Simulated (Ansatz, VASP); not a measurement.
**SrFe3: VASP beside Ansatz**

The input INCAR:

```
SYSTEM = SrFe3
  PREC = Accurate
  ENCUT = 520
  EDIFF = 1E-6
  ISMEAR = 0
  SIGMA = 0.05
  LREAL = .False.
  LASPH = .True.
  NELM = 150
  ALGO = Normal
  ISIF = 2
  LWAVE = .False.
  LCHARG = .False.
  ISPIN = 2
  MAGMOM = 0 2.84 2.84 2.84
  LORBIT = 11
  LMAXMIX = 4
  GGA = PS
  NBANDS = 29
```

The input KPOINTS:

```
regular mesh
0
Gamma
  8 8 8
  0 0 0
```

Contents of POSCAR:

```
SrFe3
1.0
    3.9742072803      0.0000000000      0.0000000000
    0.0000000000      3.9742072803      0.0000000000
    0.0000000000      0.0000000000      3.9742072803
Sr Fe
1 3
Direct
    0.0000000000      0.0000000000      0.0000000000
    0.0000000000      0.5000000000      0.5000000000
    0.5000000000      0.5000000000      0.0000000000
    0.5000000000      0.0000000000      0.5000000000
```

Input for Ansatz:

```yaml
crystal:
  lattice:
    - [3.9742072803, 0.0, 0.0]
    - [0.0, 3.9742072803, 0.0]
    - [0.0, 0.0, 3.9742072803]
  atoms:
    - { symbol: Sr, position: [0.0, 0.0, 0.0] }
    - { symbol: Fe, position: [0.0, 0.5, 0.5], spin: 2.84 }
    - { symbol: Fe, position: [0.5, 0.5, 0.0], spin: 2.84 }
    - { symbol: Fe, position: [0.5, 0.0, 0.5], spin: 2.84 }
basis:
  ecutwfc: 420
  ecutrho_ratio: 4
kpoints:
  mp_grid: { grid: [8, 8, 8] }
hamiltonian:
  xc: pbesol
scf:
  occupations: { method: gaussian, width: 0.05 }
output:
  forces: true
  stress: true
  eigenvalues: true
  populations: true
magnetization:
  spin_polarized: true
```

Alike in both runs: task single point; functional PBEsol; k mesh 8 × 8 × 8; occupations gaussian, width 0.05 eV; collinear spin.

|  | VASP | Ansatz |
| --- | --- | --- |
| version | VASP 6.6.1 | Ansatz 0.2.0 |
| potentials or method | VASP PAW PBE potentials, release 64 (Sr_sv, Fe), cutoff 520 eV | scalar-relativistic, plane waves, PAW |
| valence electrons in the cell | 34 | 58 |

VASP gave:

- gap on the k mesh at the Fermi level (eV): none
- pressure (GPa): 2.1
- net moment per atom (μB): 1.85
- size of the moment on the site where the two differ most (μB): 2.51

Task: Which values does Ansatz return?

Result: gap on the k mesh at the Fermi level (eV): none; pressure (GPa): 1.7; net moment per atom (μB): 1.87; size of the moment on the site where the two differ most (μB): 2.56.

VASP's potentials were made for PBE, not for PBEsol. Site moments also hang on the region over which each program counts them. A gap of «none» marks a metal or a gap that the smearing closes. With one functional, cell and mesh, what is left measures potentials, basis and numerics. VASP's potentials hold 34 valence electrons a cell and Ansatz's 58, so a difference there can come from the potentials and not from the codes.
